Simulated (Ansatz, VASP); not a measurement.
# Two plane-wave programs on SnO

```
Sn O
1.0
     3.33249    0.00000    0.00000
     0.00000    5.63602    0.00000
     0.00000    0.00000    4.19363
Sn O
2 2
Direct
  0.00000 0.23191 0.51314
  0.50000 0.76809 0.01314
  0.00000 0.89125 0.73686
  0.50000 0.10875 0.23686
```

Alike in both runs: task single point; functional PBEsol; k mesh 6 × 4 × 6; occupations fermi-dirac, width 0.02 eV; no spin polarisation.

|  | VASP | Ansatz |
| --- | --- | --- |
| version | VASP 6.6.1 | Ansatz 0.2.0 |
| potentials or method | VASP PAW PBE potentials, release 64 (Sn_d, O), cutoff 520 eV | plane waves, PAW |
| valence electrons in the cell | 40 | 40 |

Ansatz gave:

- pressure (GPa): -1.6
- traceless stress, the component that is largest in VASP (GPa): -0.49

Q: Estimate VASP's values.

A: Pressure (GPa): -1.4; traceless stress, the component that is largest in VASP (GPa): -0.44.

VASP's potentials were made for PBE, not for PBEsol.
